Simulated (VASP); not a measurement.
Crystal: NaH.

```xyz
2
Lattice="0.0000 2.4400 2.4400 2.4400 0.0000 2.4400 2.4400 2.4400 0.0000" Properties=species:S:1:pos:R:3 pbc="T T T"
Na    0.0000    0.0000    0.0000
H     2.4400    2.4400    2.4400
```

Base run:

* Program: VASP 6.6.1
* Functional: r2SCAN
* Potentials or basis: VASP PAW PBE potentials, release 64 (Na_pv, H)
* Cutoff: 550 eV
* k mesh: 9 × 9 × 9
* Occupations: fermi-dirac, width 0.05 eV
* Spin: no spin polarisation

Its results: band gap on the k mesh 4.61 eV, indirect (least direct gap 5.29 eV); pressure -1.3 GPa.

Q: The run is repeated on the same cell with these changes: functional from r2SCAN to PBEsol; cutoff from 550 eV to 520 eV. What comes out?

A: Band gap on the k mesh 3.82 eV, indirect (least direct gap 4.55 eV); pressure -1.2 GPa.

r2SCAN gives the wider gap, since meta-GGAs in the generalised Kohn-Sham scheme recover part of the derivative discontinuity.

Caveats: the PAW data sets were made with another functional, which shifts forces and pressure a little.

A k mesh can miss the band edges.
